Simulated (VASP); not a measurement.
# Rh (Im-3m) in VASP: further runs

Runs on Rh. Level: PBE. Tasks: single point.

All numbers are computed with VASP 6.6.1; they aren't measurements. Logs are shortened: lines on timing, memory, paths and dates and some standing lists are left out, and cuts for length are marked.

**1. The cell of the first run**

The structure is cubic, space group Im-3m (No. 229). The conventional cell has a = 2.544 Å, b = 2.544 Å, c = 2.544 Å, α = 90.00°, β = 90.00°, γ = 90.00°. Rh (site symmetry m-3m) has 14 Rh at 2.20 to 2.54 Å within 2.9 Å.

**2. Single point, PBE**

Input file INCAR:

```
  ALGO = Normal
  EDIFF = 1E-7
  ENCUT = 520
  GGA = PE
  ISIF = 2
  ISMEAR = -1
  LASPH = T
  LCHARG = F
  LREAL = F
  LWAVE = F
  NBANDS = 14
  NELM = 100
  PREC = Accurate
  SIGMA = 0.05
```

Input file KPOINTS:

```
k-points
0
Gamma
  21 21 21
```

Input file POSCAR:

```
Rh
1.0
   -1.2718119914      1.2718119914      1.2718119914
    1.2718119914     -1.2718119914      1.2718119914
    1.2718119914      1.2718119914     -1.2718119914
Rh
1
Direct
    0.0000000000      0.0000000000      0.0000000000
```

Potentials or basis: VASP PAW PBE potentials, release 64 (Rh_pv).

Run with:

```bash
$ cat potpaw_PBE.64/Rh_pv/POTCAR > POTCAR
$ mpirun -np 1 vasp_std > vasp.out
```

OUTCAR:

```text
EDIFF = 1E-7
   ENCUT = 520
   GGA = PE
   ISIF = 2
   ISMEAR = -1
   LASPH = T
   LREAL = F
   NELM = 100
   PREC = Accurate

 ion  position               nearest neighbor table
   1  0.000  0.000  0.000-

  LATTYP: Found a body centered cubic cell.
 ALAT       =     2.5436239828

  Lattice vectors:

 A1 = (  -1.2718119914,   1.2718119914,   1.2718119914)
 A2 = (   1.2718119914,  -1.2718119914,   1.2718119914)
 A3 = (   1.2718119914,   1.2718119914,  -1.2718119914)

Analysis of symmetry for initial positions (statically):
=====================================================================
 Subroutine PRICEL returns:
 Original cell was already a primitive cell.

 Routine SETGRP: Setting up the symmetry group for a
 body centered cubic supercell.

 Subroutine GETGRP returns: Found 48 space group operations
[... 9 lines left out ...]

 Routine SETGRP: Setting up the symmetry group for a
 body centered cubic supercell.

 Subroutine GETGRP returns: Found 48 space group operations
[... 11 lines left out ...]
                                     Primitive cell

  volume of cell :       8.2287

  direct lattice vectors                    reciprocal lattice vectors
    -1.271811991  1.271811991  1.271811991     0.000000000  0.393139869  0.393139869
     1.271811991 -1.271811991  1.271811991     0.393139869  0.000000000  0.393139869
     1.271811991  1.271811991 -1.271811991     0.393139869  0.393139869  0.000000000

  length of vectors
     2.202842987  2.202842987  2.202842987     0.555983735  0.555983735  0.555983735

  position of ions in fractional coordinates (direct lattice)
     0.000000000  0.000000000  0.000000000

  ion indices of the primitive-cell ions
   primitive index   ion index
                 1           1

----------------------------------------------------------------------------------------

 KPOINTS: k-points

Automatic generation of k-mesh.
 Grid dimensions read from file:
 generate k-points for:   21   21   21

 Generating k-lattice:

  Cartesian coordinates                     Fractional coordinates (reciprocal lattice)
     0.000000000  0.018720946  0.018720946     0.047619048  0.000000000  0.000000000
     0.018720946  0.000000000  0.018720946     0.000000000  0.047619048  0.000000000
     0.018720946  0.018720946  0.000000000     0.000000000  0.000000000  0.047619048

  Length of vectors
     0.026475416  0.026475416  0.026475416

  Shift w.r.t. Gamma in fractional coordinates (k-lattice)
     0.000000000  0.000000000  0.000000000

 Subroutine IBZKPT returns following result:
 ===========================================

 Found    286 irreducible k-points:

 Following reciprocal coordinates:
            Coordinates               Weight
  0.000000  0.000000  0.000000      1.000000
  0.047619  0.000000  0.000000     12.000000
  0.095238  0.000000  0.000000     12.000000
  0.142857  0.000000  0.000000     12.000000
  0.190476  0.000000  0.000000     12.000000
  0.238095  0.000000  0.000000     12.000000
[... 16 lines left out ...]
  0.142857  0.095238 -0.000000     48.000000
  0.190476  0.095238  0.000000     48.000000
 [... further k-points ...]
   k-points           NKPTS =    286   k-points in BZ     NKDIM =    286   number of bands    NBANDS=     14
   number of dos      NEDOS =    301   number of ions     NIONS =      1
   total plane-waves  NPLWV =   4096
   dimension x,y,z NGX =    16 NGY =   16 NGZ =   16
   dimension x,y,z NGXF=    32 NGYF=   32 NGZF=   32
   ions per type =               1
   NGX,Y,Z   is equivalent  to a cutoff of  12.08, 12.08, 12.08 a.u.
   NGXF,Y,Z  is equivalent  to a cutoff of  24.15, 24.15, 24.15 a.u.
 SYSTEM =  unknown system
   PREC   = accura    normal or accurate (medium, high low for compatibility)
   ISTART =      0    job   : 0-new  1-cont  2-samecut
   ICHARG =      2    charge: 1-file 2-atom 10-const
   ISPIN  =      1    spin polarized calculation?
   LNONCOLLINEAR =      F non collinear calculations
   LSORBIT =      F    spin-orbit coupling
   LASPH  =      T    aspherical Exc in radial PAW
   ENCUT  =  520.0 eV  38.22 Ry    6.18 a.u.   4.10  4.10  4.10*2*pi/ulx,y,z
   NELM   =    100;   NELMIN=  2; NELMDL= -5     # of ELM steps
   EDIFF  = 0.1E-06   stopping-criterion for ELM
   LREAL  =      F    real-space projection
   EDIFFG = 0.1E-05   stopping-criterion for IOM
   NSW    =      0    number of steps for IOM
   IBRION =     -1    ionic relax: 0-MD 1-quasi-New 2-CG
   NFREE  =      0    steps in history (QN), initial steepest desc. (CG)
   ISIF   =      2    stress and relaxation
   ISYM   =      2    0-nonsym 1-usesym 2-fastsym
   POTIM  = 0.5000    time-step for ionic-motion
   TEBEG  =    0.0;   TEEND  =   0.0 temperature during run
   PSTRESS=    0.0 pullay stress
   NELECT =      15.0000    total number of electrons
   NUPDOWN=      -1.0000    fix difference up-down
   EMIN   =  10.00;   EMAX   =-10.00  energy-range for DOS
   EFERMI =   0.00;   METHOD = LEGACY
   ISMEAR =    -1;   SIGMA  =   0.05  broadening in eV -4-tet -1-fermi 0-gaus
   EFERMI_NEDOS =   21; number of points for ismear=-14 and -15
   IALGO  =     38    algorithm
   IMIX   =      4    mixing-type and parameters
     AMIX     =   0.40;   BMIX     =  1.00
     AMIX_MAG =   1.60;   BMIX_MAG =  1.00
  volume/ion in A,a.u.               =       8.23        55.53
  Fermi-wavevector in a.u.,A,eV,Ry     =   1.999842  3.779153 54.414702  3.999368
  Thomas-Fermi vector in A             =   3.015447
   LORBIT       =      0    0 simple, 1 ext, 2 COOP (PROOUT), +10 PAW based schemes
   GGA     = PE    functional components
   LHFCALC =     F    Hartree Fock is set to
   AEXX    =    0.0000 exact exchange contribution
   IVDW    =     0    specifies the selected vdW correction
   LEPSILON=     F    determine dielectric tensor
   LRPA    =     F    only Hartree local field effects (RPA)
 non-spin polarized calculation
  energy-cutoff  :      520.00
  volume of cell :        8.23
 maximum number of plane-waves:       236
   NGX =  9   NGY =  9   NGZ =  9

 number of electron      14.9999992 magnetization

 Free energy of the ion-electron system (eV)
  ---------------------------------------------------
  ext. energy  EPLUGINS =         0.00000000
  ---------------------------------------------------
  free energy    TOTEN  =        -0.91911268 eV

  energy without entropy =       -0.90968338  energy(sigma->0) =       -0.91439803

 E-fermi :  23.6919     XC(G=0): -17.5786

 val. band max:       23.6892793291   @ k =  -0.4762  -0.4762   0.3810
 cond. band min:      23.6923349671   @ k =  -0.2381   0.2857   0.0476
 fundamental gap:      0.0030556380
 Fermi energy:        23.6919219965

 k-point     1 :       0.0000    0.0000    0.0000
  band No.  band energies     occupation
      1     -23.0182      2.00000
      2     -23.0182      2.00000
      3     -23.0182      2.00000
      4      12.4347      2.00000
      5      17.3209      2.00000
      6      17.3209      2.00000
      7      17.3209      2.00000
      8      22.3026      2.00000
      9      22.3026      2.00000
     10      41.4087      0.00000
     11      41.4087      0.00000
     12      41.4087      0.00000
     13      43.6640      0.00000
     14      60.5694      0.00000

 k-point     2 :       0.0476    0.0000    0.0000
  band No.  band energies     occupation
      1     -23.1129      2.00000
      2     -23.0460      2.00000
      3     -23.0195      2.00000
      4      12.6065      2.00000
      5      17.2259      2.00000
      6      17.3164      2.00000
      7      17.4833      2.00000
      8      22.1509      2.00000
      9      22.3037      2.00000
     10      41.5454      0.00000
     11      41.6873      0.00000
     12      41.7892      0.00000
     13      43.6643      0.00000
     14      59.4307      0.00000

 k-point     3 :       0.0952    0.0000    0.0000
  band No.  band energies     occupation
      1     -23.3849      2.00000
      2     -23.1263      2.00000
      3     -23.0231      2.00000
      4      13.0793      2.00000
      5      16.9576      2.00000
      6      17.3061      2.00000
      7      17.9643      2.00000
      8      21.7919      2.00000
      9      22.3126      2.00000
     10      41.9107      0.00000
     11      42.5053      0.00000
     12      42.8123      0.00000
     13      43.6642      0.00000
     14      57.2562      0.00000

 k-point     4 :       0.1429    0.0000    0.0000
  band No.  band energies     occupation
      1     -23.8014      2.00000
      2     -23.2506      2.00000
      3     -23.0290      2.00000
      4      13.6915      2.00000
      5      16.5589      2.00000
      6      17.3544      2.00000
      7      18.7462      2.00000
      8      21.4418      2.00000
      9      22.3431      2.00000
     10      42.3529      0.00000
     11      43.6636      0.00000
     12      43.8155      0.00000
     13      44.1546      0.00000
     14      55.2275      0.00000

 k-point     5 :       0.1905    0.0000    0.0000
  band No.  band energies     occupation
      1     -24.3155      2.00000
      2     -23.4063      2.00000
      3     -23.0365      2.00000
      4      14.0874      2.00000
      5      16.0851      2.00000
      6      17.7269      2.00000
      7      19.7996      2.00000
      8      21.2868      2.00000
      9      22.4119      2.00000
     10      42.5854      0.00000
     11      43.6635      0.00000
     12      45.3214      0.00000
     13      45.5554      0.00000
     14      53.9178      0.00000

 k-point     6 :       0.2381    0.0000    0.0000
  band No.  band energies     occupation
      1     -24.8747      2.00000
      2     -23.5782      2.00000
      3     -23.0451      2.00000
      4      13.9670      2.00000
      5      15.5893      2.00000
      6      18.6968      2.00000
      7      21.0808      2.00000
      8      21.3872      2.00000
      9      22.5311      2.00000
     10      42.2892      0.00000
     11      43.6624      0.00000
     12      45.7637      0.00000
     13      47.6581      0.00000
     14      53.7295      0.00000

 k-point     7 :       0.2857    0.0000    0.0000
  band No.  band energies     occupation
      1     -25.4274      2.00000
      2     -23.7505      2.00000
      3     -23.0540      2.00000
      4      13.4968      2.00000
      5      15.1172      2.00000
      6      20.0744      2.00000
      7      21.7334      2.00000
      8      22.5281      2.00000
      9      22.7026      2.00000
     10      41.4392      0.00000
     11      43.6593      0.00000
     12      45.3069      0.00000
     13      50.0562      0.00000
     14      54.7218      0.00000
[... 205 lines left out ...]
 k-point    20 :       0.4286    0.0476    0.0000
  band No.  band energies     occupation
      1     -26.6959      2.00000
      2     -24.1884      2.00000
      3     -23.1131      2.00000
      4      12.0930      2.00000
      5      14.1277      2.00000
      6      22.3438      2.00000
      7      23.0417      2.00000
      8      25.2807      0.00000
      9      27.9078      0.00000
     10      38.3975      0.00000
     11      41.6344      0.00000
     12      43.6782      0.00000
     13      49.3999      0.00000
     14      53.9832      0.00000

 k-point    21 :       0.4762    0.0476    0.0000
  band No.  band energies     occupation
      1     -26.7695      2.00000
      2     -24.2138      2.00000
      3     -23.1146      2.00000
      4      11.9991      2.00000
      5      14.0705      2.00000
      6      22.5063      2.00000
      7      23.0392      2.00000
      8      25.6518      0.00000
      9      28.2965      0.00000
     10      38.1816      0.00000
     11      41.3037      0.00000
     12      43.6771      0.00000
     13      48.8720      0.00000
     14      53.5070      0.00000

 k-point    22 :       0.0952    0.0952    0.0000
  band No.  band energies     occupation
      1     -24.0226      2.00000
      2     -23.2524      2.00000
      3     -23.1112      2.00000
      4      14.0748      2.00000
      5      16.6246      2.00000
      6      16.8059      2.00000
      7      19.4725      2.00000
      8      21.1302      2.00000
      9      22.5472      2.00000
     10      42.8204      0.00000
     11      43.6639      0.00000
     12      44.2340      0.00000
     13      44.7344      0.00000
     14      54.1172      0.00000

 k-point    23 :       0.1429    0.0952   -0.0000
  band No.  band energies     occupation
      1     -24.4834      2.00000
      2     -23.4048      2.00000
      3     -23.1416      2.00000
      4      14.4968      2.00000
      5      16.2303      2.00000
      6      16.8737      2.00000
      7      20.7083      2.00000
      8      20.9378      2.00000
      9      22.7606      2.00000
     10      43.3108      0.00000
     11      43.6636      0.00000
     12      44.9655      0.00000
     13      45.9201      0.00000
     14      53.4378      0.00000

 k-point    24 :       0.1905    0.0952    0.0000
  band No.  band energies     occupation
      1     -24.9807      2.00000
      2     -23.5957      2.00000
      3     -23.1599      2.00000
      4      14.3891      2.00000
      5      15.7234      2.00000
      6      17.6305      2.00000
      7      20.9482      2.00000
      8      22.1848      2.00000
      9      23.0435      2.00000
     10      43.0495      0.00000
     11      43.6630      0.00000
     12      45.3562      0.00000
     13      47.2194      0.00000
     14      54.0721      0.00000

 [... further k-points ...]
[... 5 lines left out ...]
  --------------------------------------------------------------------------------------
  -------------------------------------------------------------------------------------
  Total       27.0637880     27.0637880     27.0637880      0.0000000      0.0000000      0.0000000
  in kB     5269.5123528   5269.5123528   5269.5123528      0.0000000      0.0000000      0.0000000
  external PRESSURE =    5269.5123528 kB  Pullay stress =       0.0000000 kB

 VOLUME and BASIS-vectors are now :
 -----------------------------------------------------------------------------
  energy-cutoff  :      520.00
  volume of cell :        8.23
      direct lattice vectors                 reciprocal lattice vectors
    -1.271811991  1.271811991  1.271811991     0.000000000  0.393139869  0.393139869
     1.271811991 -1.271811991  1.271811991     0.393139869  0.000000000  0.393139869
     1.271811991  1.271811991 -1.271811991     0.393139869  0.393139869  0.000000000

 POSITION                                       TOTAL-FORCE (eV/Angst)
 -----------------------------------------------------------------------------------
      0.00000      0.00000      0.00000         0.000000     -0.000000      0.000000
 -----------------------------------------------------------------------------------
    total drift:                                0.000000      0.000000      0.000000

  FREE ENERGIE OF THE ION-ELECTRON SYSTEM (eV)
  ---------------------------------------------------
  free  energy   TOTEN  =        -0.9191126754 eV

  energy  without entropy=       -0.9096833807  energy(sigma->0) =       -0.91439803
```

Wall time 18 s (1 thread of AMD EPYC 9R14 (Zen 4), shared host); peak memory 0.11 GiB.

Results:

```yaml
Free_energy: -0.9191 eV
Pressure: 527.0 GPa
```

**3. Single point, PBE**

Input file INCAR:

```
SYSTEM = Rh
PREC = Accurate
ENCUT = 520
EDIFF = 1E-7
ISMEAR = -1
SIGMA = 0.05
LREAL = .FALSE.
LASPH = .TRUE.
NELM = 80
ALGO = Normal
ISIF = 2
LWAVE = .FALSE.
LCHARG = .FALSE.
GGA = PE
NBANDS = 14
```

Input file KPOINTS:

```
Automatic mesh
0
G
  21 21 21
  0 0 0
```

Input file POSCAR:

```
Rh
1.0
   -1.2718800788      1.2718800788      1.2718800788
    1.2718800788     -1.2718800788      1.2718800788
    1.2718800788      1.2718800788     -1.2718800788
Rh
1
Direct
    0.0000000000      0.0000000000      0.0000000000
```

Potentials or basis: VASP PAW PBE potentials, release 64 (Rh_pv).

Run with:

```bash
$ cat potpaw_PBE.64/Rh_pv/POTCAR > POTCAR
$ mpirun -np 1 vasp_std > vasp.out
```

Wall time 19 s (1 thread of AMD EPYC 9R14 (Zen 4), shared host); peak memory 0.11 GiB.

Results (log left out):

| Quantity | Value |
| --- | --- |
| Free energy | -0.9235 eV |
| Pressure | 526.6 GPa |

Levels at points of the mesh, in eV from the Fermi level:
```
           k point  band 4  band 5  band 6  band 7  band 8  band 9  band 10  band 11
(0.00, 0.00, 0.00)  -11.26   -6.37   -6.37   -6.37   -1.39   -1.39    17.72    17.72
```
